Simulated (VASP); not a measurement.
# SrVO3 (Pm-3m) in VASP: settings compared

SrVO3 is run at these levels: r2SCAN, BLYP, revPBE; tasks: single point.

Program: VASP 6.6.1. These are calculated values, not measurements. Logs are shortened: lines on timing, memory, paths and dates and some standing lists are left out, and cuts for length are marked.

## 1. The cell of the first run

It takes space group Pm-3m (No. 221, cubic). Conventional cell: a = 3.841 Å, b = 3.841 Å, c = 3.841 Å, α = 90.00°, β = 90.00°, γ = 90.00°. Sr (site symmetry m-3m) has 12 O at 2.72 Å and 8 V at 3.33 Å within 3.6 Å. V (site symmetry m-3m) has 6 O at 1.92 Å within 2.5 Å. O (site symmetry 4/mmm) has 2 V at 1.92 Å within 2.5 Å.

## 2. Single point, r2SCAN, collinear spin, ferromagnetic start

File POSCAR:

```
SrVO3
1.0
    3.8409000000      0.0000000000      0.0000000000
    0.0000000000      3.8409000000      0.0000000000
    0.0000000000      0.0000000000      3.8409000000
Sr V O
1 1 3
Direct
    0.5000000000      0.5000000000      0.5000000000
    0.0000000000      0.0000000000      0.0000000000
    0.0000000000      0.0000000000      0.5000000000
    0.0000000000      0.5000000000      0.0000000000
    0.5000000000      0.0000000000      0.0000000000
```

File INCAR.step1:

```
SYSTEM = SrVO3
ALGO     = Normal         ! electronic algorithm
EDIFF    = 1E-4           ! SCF threshold, eV
ENCUT    = 520            ! plane-wave cutoff, eV
GGA      = PE             ! functional
ISMEAR   = -1             ! smearing method
ISPIN    = 2              ! spin polarisation
LASPH    = .True.         ! aspherical terms in the spheres
LCHARG   = .False.        ! write CHGCAR
LMAXMIX  = 4              ! l up to which the mixer works
LREAL    = .False.        ! projectors in reciprocal space
LWAVE    = .True.         ! write WAVECAR
MAGMOM   = 0 2 0 0 0      ! initial moments
NBANDS   = 32             ! bands
NELM     = 150            ! most SCF steps
PREC     = Accurate       ! precision mode
SIGMA    = 0.05           ! smearing width, eV
```

File INCAR.step2:

```
SYSTEM = SrVO3
ALGO     = Normal         ! electronic algorithm
EDIFF    = 1E-7           ! SCF threshold, eV
ENCUT    = 520            ! plane-wave cutoff, eV
ISIF     = 2              ! what is computed and relaxed
ISMEAR   = -1             ! smearing method
ISPIN    = 2              ! spin polarisation
ISTART   = 1            
LASPH    = .True.         ! aspherical terms in the spheres
LCHARG   = .False.        ! write CHGCAR
LMAXMIX  = 4              ! l up to which the mixer works
LMIXTAU  = .True.       
LORBIT   = 11             ! projections on sites
LREAL    = .False.        ! projectors in reciprocal space
LWAVE    = .False.        ! write WAVECAR
MAGMOM   = 0 2 0 0 0      ! initial moments
METAGGA  = R2SCAN         ! meta-GGA
NBANDS   = 32             ! bands
NELM     = 150            ! most SCF steps
PREC     = Accurate       ! precision mode
SIGMA    = 0.05           ! smearing width, eV
```

File KPOINTS:

```
k-points
0
Gamma
  7 7 7
  0 0 0
```

Potentials or basis: VASP PAW PBE potentials, release 64 (Sr_sv, V_sv, O).

Run with:

```console
$ cat potpaw_PBE.64/Sr_sv/POTCAR potpaw_PBE.64/V_sv/POTCAR potpaw_PBE.64/O/POTCAR > POTCAR
$ cp INCAR.step1 INCAR
$ mpirun -np 1 vasp_std > vasp.out
$ cp INCAR.step2 INCAR
$ mpirun -np 1 vasp_std > vasp.out
```

OUTCAR:

```text
SYSTEM = SrVO3
   EDIFF = 1E-7
   ENCUT = 520
   ISIF = 2
   ISMEAR = -1
   ISPIN = 2
   ISTART = 1
   LASPH = .True.
   LORBIT = 11
   LREAL = .False.
   METAGGA = R2SCAN
   NELM = 150
   PREC = Accurate

 ion  position               nearest neighbor table
   1  0.500  0.500  0.500-   3 2.72   4 2.72   5 2.72   4 2.72   5 2.72   3 2.72   5 2.72   5 2.72
                             3 2.72   4 2.72   4 2.72   3 2.72   2 3.33   2 3.33   2 3.33   2 3.33
   2  0.000  0.000  0.000-   3 1.92   4 1.92   5 1.92   3 1.92   4 1.92   5 1.92   1 3.33   1 3.33
                             1 3.33   1 3.33   1 3.33   1 3.33   1 3.33   1 3.33
   3  0.000  0.000  0.500-   2 1.92   2 1.92   1 2.72   1 2.72   1 2.72   1 2.72
   4  0.000  0.500  0.000-   2 1.92   2 1.92   1 2.72   1 2.72   1 2.72   1 2.72
   5  0.500  0.000  0.000-   2 1.92   2 1.92   1 2.72   1 2.72   1 2.72   1 2.72

  LATTYP: Found a simple cubic cell.
 ALAT       =     3.8409000000

  Lattice vectors:

 A1 = (   3.8409000000,   0.0000000000,   0.0000000000)
 A2 = (   0.0000000000,   3.8409000000,   0.0000000000)
 A3 = (   0.0000000000,   0.0000000000,   3.8409000000)

Analysis of symmetry for initial positions (statically):
=====================================================================
 Subroutine PRICEL returns:
 Original cell was already a primitive cell.

 Routine SETGRP: Setting up the symmetry group for a
 simple cubic supercell.

 Subroutine GETGRP returns: Found 48 space group operations
 (whereof 48 operations were pure point group operations)
 out of a pool of 48 trial point group operations.

The static configuration has the point symmetry O_h .

Analysis of symmetry for dynamics (positions and initial velocities):
=====================================================================
 Subroutine PRICEL returns:
 Original cell was already a primitive cell.

 Routine SETGRP: Setting up the symmetry group for a
 simple cubic supercell.

 Subroutine GETGRP returns: Found 48 space group operations
 (whereof 48 operations were pure point group operations)
 out of a pool of 48 trial point group operations.

The dynamic configuration has the point symmetry O_h .

Analysis of structural, dynamic, and magnetic symmetry:
=====================================================================
 Subroutine PRICEL returns:
 Original cell was already a primitive cell.

 Routine SETGRP: Setting up the symmetry group for a
 simple cubic supercell.

 Subroutine GETGRP returns: Found 48 space group operations
 (whereof 48 operations were pure point group operations)
 out of a pool of 48 trial point group operations.

The overall configuration has the point symmetry O_h .

 Subroutine INISYM returns: Found 48 space group operations
 (whereof 48 operations are pure point group operations),
 and found     1 'primitive' translations

----------------------------------------------------------------------------------------

                                     Primitive cell

  volume of cell :      56.6629

  direct lattice vectors                    reciprocal lattice vectors
     3.840900000  0.000000000  0.000000000     0.260355646  0.000000000  0.000000000
     0.000000000  3.840900000  0.000000000     0.000000000  0.260355646  0.000000000
     0.000000000  0.000000000  3.840900000     0.000000000  0.000000000  0.260355646

  length of vectors
     3.840900000  3.840900000  3.840900000     0.260355646  0.260355646  0.260355646

  position of ions in fractional coordinates (direct lattice)
     0.500000000  0.500000000  0.500000000
     0.000000000  0.000000000  0.000000000
     0.000000000  0.000000000  0.500000000
     0.000000000  0.500000000  0.000000000
     0.500000000  0.000000000  0.000000000

  ion indices of the primitive-cell ions
   primitive index   ion index
                 1           1
                 2           2
                 3           3
                 4           4
                 5           5

[... 28 lines left out ...]
  0.000000  0.000000  0.000000      1.000000
  0.142857  0.000000  0.000000      6.000000
  0.285714  0.000000  0.000000      6.000000
  0.428571  0.000000  0.000000      6.000000
  0.142857  0.142857  0.000000     12.000000
  0.285714  0.142857  0.000000     24.000000
[... 12 lines left out ...]
  0.428571  0.428571  0.285714     24.000000
  0.428571  0.428571  0.428571      8.000000
   k-points           NKPTS =     20   k-points in BZ     NKDIM =     20   number of bands    NBANDS=     32
   number of dos      NEDOS =    301   number of ions     NIONS =      5
   total plane-waves  NPLWV =  27000
   dimension x,y,z NGX =    30 NGY =   30 NGZ =   30
   dimension x,y,z NGXF=    60 NGYF=   60 NGZF=   60
   ions per type =               1   1   3
   NGX,Y,Z   is equivalent  to a cutoff of  12.98, 12.98, 12.98 a.u.
   NGXF,Y,Z  is equivalent  to a cutoff of  25.97, 25.97, 25.97 a.u.
 SYSTEM =  SrVO3
   PREC   = accura    normal or accurate (medium, high low for compatibility)
   ISTART =      1    job   : 0-new  1-cont  2-samecut
   ICHARG =      0    charge: 1-file 2-atom 10-const
   ISPIN  =      2    spin polarized calculation?
   LNONCOLLINEAR =      F non collinear calculations
   LSORBIT =      F    spin-orbit coupling
   LASPH  =      T    aspherical Exc in radial PAW
   ENCUT  =  520.0 eV  38.22 Ry    6.18 a.u.   7.14  7.14  7.14*2*pi/ulx,y,z
   NELM   =    150;   NELMIN=  2; NELMDL=  0     # of ELM steps
   EDIFF  = 0.1E-06   stopping-criterion for ELM
   LREAL  =      F    real-space projection
   EDIFFG = 0.1E-05   stopping-criterion for IOM
   NSW    =      0    number of steps for IOM
   IBRION =     -1    ionic relax: 0-MD 1-quasi-New 2-CG
   NFREE  =      0    steps in history (QN), initial steepest desc. (CG)
   ISIF   =      2    stress and relaxation
   ISYM   =      2    0-nonsym 1-usesym 2-fastsym
   POTIM  = 0.5000    time-step for ionic-motion
   TEBEG  =    0.0;   TEEND  =   0.0 temperature during run
   PSTRESS=    0.0 pullay stress
   NELECT =      41.0000    total number of electrons
   NUPDOWN=      -1.0000    fix difference up-down
   EMIN   =  10.00;   EMAX   =-10.00  energy-range for DOS
   EFERMI =   0.00;   METHOD = LEGACY
   ISMEAR =    -1;   SIGMA  =   0.05  broadening in eV -4-tet -1-fermi 0-gaus
   EFERMI_NEDOS =   21; number of points for ismear=-14 and -15
   IALGO  =     38    algorithm
   IMIX   =      4    mixing-type and parameters
     AMIX     =   0.40;   BMIX     =  1.00
     AMIX_MAG =   1.60;   BMIX_MAG =  1.00
  volume/ion in A,a.u.               =      11.33        76.48
  Fermi-wavevector in a.u.,A,eV,Ry     =   1.469726  2.777380 29.389880  2.160095
  Thomas-Fermi vector in A             =   2.585069
   LORBIT       =     11    0 simple, 1 ext, 2 COOP (PROOUT), +10 PAW based schemes
   METAGGA = R2SCAN    functional components
   LHFCALC =     F    Hartree Fock is set to
   AEXX    =    0.0000 exact exchange contribution
   IVDW    =     0    specifies the selected vdW correction
   LEPSILON=     F    determine dielectric tensor
   LRPA    =     F    only Hartree local field effects (RPA)
 spin polarized calculation
  energy-cutoff  :      520.00
  volume of cell :       56.66
 maximum number of plane-waves:      1551
 NGX is ok and might be reduce to    30
   NGX = 15   NGY = 15   NGZ = 15

 number of electron      41.0000017 magnetization      -0.0115674

 number of electron      41.0000017 magnetization       0.0014078

 Free energy of the ion-electron system (eV)
  ---------------------------------------------------
  ext. energy  EPLUGINS =         0.00000000
  ---------------------------------------------------
  free energy    TOTEN  =       -62.37843783 eV

  energy without entropy =      -62.36656118  energy(sigma->0) =      -62.37249951

 E-fermi :   6.1622     XC(G=0): -12.2733

 val. band max:        6.1315021630   @ k =   0.4286   0.1429   0.1429
 cond. band min:       6.5384194054   @ k =   0.2857   0.2857   0.0000
 fundamental gap:      0.4069172424
 Fermi energy:         6.1622003960

 spin component 1

 k-point     1 :       0.0000    0.0000    0.0000
  band No.  band energies     occupation
      1     -62.3840      1.00000
      2     -35.0817      1.00000
      3     -35.0817      1.00000
      4     -35.0817      1.00000
      5     -29.6631      1.00000
      6     -14.7990      1.00000
[... 689 lines left out ...]
     31      16.1000      0.00000
     32      19.8054      0.00000
 Fermi energy:         6.1622003960

 spin component 2

 k-point     1 :       0.0000    0.0000    0.0000
  band No.  band energies     occupation
      1     -62.3820      1.00000
      2     -35.0798      1.00000
      3     -35.0798      1.00000
      4     -35.0798      1.00000
      5     -29.6631      1.00000
      6     -14.7990      1.00000
[... 689 lines left out ...]
     31      16.1001      0.00000
     32      19.8054      0.00000

------------------------ aborting loop because EDIFF is reached ----------------------------------------

  FORCE on cell =-STRESS in cart. coord.  units (eV):
  Direction    XX          YY          ZZ          XY          YZ          ZX
  --------------------------------------------------------------------------------------
  -------------------------------------------------------------------------------------
  Total       -0.4203504     -0.4203504     -0.4203504     -0.0000000     -0.0000000     -0.0000000
  in kB      -11.8856522    -11.8856522    -11.8856522     -0.0000000     -0.0000000     -0.0000000
  external PRESSURE =     -11.8856522 kB  Pullay stress =       0.0000000 kB

 VOLUME and BASIS-vectors are now :
 -----------------------------------------------------------------------------
  energy-cutoff  :      520.00
  volume of cell :       56.66
      direct lattice vectors                 reciprocal lattice vectors
     3.840900000  0.000000000  0.000000000     0.260355646  0.000000000  0.000000000
     0.000000000  3.840900000  0.000000000     0.000000000  0.260355646  0.000000000
     0.000000000  0.000000000  3.840900000     0.000000000  0.000000000  0.260355646

 POSITION                                       TOTAL-FORCE (eV/Angst)
 -----------------------------------------------------------------------------------
      1.92045      1.92045      1.92045         0.000000      0.000000      0.000000
      0.00000      0.00000      0.00000         0.000000      0.000000      0.000000
      0.00000      0.00000      1.92045         0.000000      0.000000      0.000000
      0.00000      1.92045      0.00000         0.000000      0.000000      0.000000
      1.92045      0.00000      0.00000         0.000000      0.000000      0.000000
 -----------------------------------------------------------------------------------
    total drift:                                0.000000     -0.000000      0.000000

  FREE ENERGIE OF THE ION-ELECTRON SYSTEM (eV)
  ---------------------------------------------------
  free  energy   TOTEN  =       -62.3784378326 eV

  energy  without entropy=      -62.3665611809  energy(sigma->0) =      -62.37249951

 total charge

# of ion       s       p       d       tot
------------------------------------------
    1        1.999   5.891   0.202   8.092
    2        2.277   6.343   2.897  11.517
    3        1.569   3.512   0.000   5.081
    4        1.569   3.512   0.000   5.081
    5        1.569   3.512   0.000   5.081
--------------------------------------------------
tot          8.983  22.770   3.099  34.851

 magnetization (x)

# of ion       s       p       d       tot
------------------------------------------
    1       -0.000  -0.000   0.000  -0.000
    2        0.000   0.000   0.002   0.002
    3       -0.000  -0.000   0.000  -0.000
    4       -0.000  -0.000   0.000  -0.000
    5       -0.000  -0.000   0.000  -0.000
--------------------------------------------------
tot          0.000  -0.000   0.002   0.002
```

Wall time 3.7 min (1 thread of Intel Xeon Platinum 8488C (Sapphire Rapids), shared host); peak memory 0.23 GiB.

What came out:

| Quantity | Value |
| --- | --- |
| Free energy | -62.3784 eV |
| Pressure | -1.2 GPa |
| Net moment | 0.00 μB per cell |
| Valence electrons inside the program's atomic spheres | Sr 8.09; V 11.52; O 5.08 |

Caveat: the PAW data sets were made with another functional, which shifts forces and pressure a little; semilocal functionals often make such compounds metallic where correlation or magnetic order opens a gap, which also shifts bond lengths. With open d or f shells a metallic result of r2SCAN can be an artefact of self-interaction; +U or a hybrid may open a gap.

(Continued in part 2 of 2.)
